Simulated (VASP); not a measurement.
Here is a VASP 6.6.1 calculation.

Contents of INCAR:

```
SYSTEM = ZrS
PREC = Accurate
ENCUT = 520
EDIFF = 1E-6
ISMEAR = -1
SIGMA = 0.05
LREAL = .FALSE.
LASPH = .TRUE.
NELM = 60
ALGO = Normal
ISIF = 2
LWAVE = .FALSE.
LCHARG = .TRUE.
GGA = PS
LELF = .TRUE.
LVHAR = .TRUE.
NBANDS = 16
```

KPOINTS

```
regular mesh
0
G
  8 8 8
  0 0 0
```

The input POSCAR:

```
ZrS
1.0
    0.0000000000      2.5714135354      2.5714135354
    2.5714135354      0.0000000000      2.5714135354
    2.5714135354      2.5714135354      0.0000000000
Zr S
1 1
Direct
    0.0000000000      0.0000000000      0.0000000000
    0.5000000000      0.5000000000      0.5000000000
```

Potentials or basis: VASP PAW PBE potentials, release 64 (Zr_sv, S).

Launch:

```bash
$ cat potpaw_PBE.64/Zr_sv/POTCAR potpaw_PBE.64/S/POTCAR > POTCAR
$ mpirun -np 1 vasp_std > vasp.out
```

Question: Estimate the band gap on the k mesh.

Answer: Zero (band 9 reaches 13.02 eV, above the bottom of band 10 at 9.89 eV).

Question: Predict the pressure.

Answer: 2.2 GPa.

Caveat: the PAW data sets were made with another functional, which shifts forces and pressure a little.
